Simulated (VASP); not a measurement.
A run of VASP 6.6.1 is set up as follows.

INCAR

```
PREC = Accurate
ENCUT = 520
EDIFF = 1E-6
ISMEAR = 0
SIGMA = 0.1
LREAL = F
LASPH = T
NELM = 60
ALGO = Normal
ISIF = 2
LWAVE = F
LCHARG = F
LDIPOL = T
IDIPOL = 3
DIPOL = 0.5 0.5 0.359
GGA = PE
IVDW = 12
NBANDS = 16
```

The input KPOINTS:

```
Automatic mesh
0
Gamma
  15 15 1
```

The input POSCAR:

```
C
1.0
    2.4657189597      0.0000000000      0.0000000000
   -1.2328594799      2.1353752577      0.0000000000
    0.0000000000      0.0000000000     17.5000000000
C
4
Direct
    0.3333333333      0.6666666667      0.2571428571
    0.6666666667      0.3333333333      0.2571428571
    0.3333333333      1.0000000000      0.4605714286
    0.6666666667      0.6666666667      0.4605714286
```

Potentials or basis: VASP PAW PBE potentials, release 64 (C).

The run is started by

```sh
$ cat potpaw_PBE.64/C/POTCAR > POTCAR
$ mpirun -np 1 vasp_std > vasp.out
```

Estimate the dispersion energy per atom.

-0.115 eV.

Predict the largest force.

0.013 eV/Å.

Forces in eV/Å, atoms in the order of the input:
```
C    0.003 -0.004  0.012
C    0.001 -0.005  0.012
C   -0.001  0.005 -0.012
C   -0.003  0.004 -0.012
```
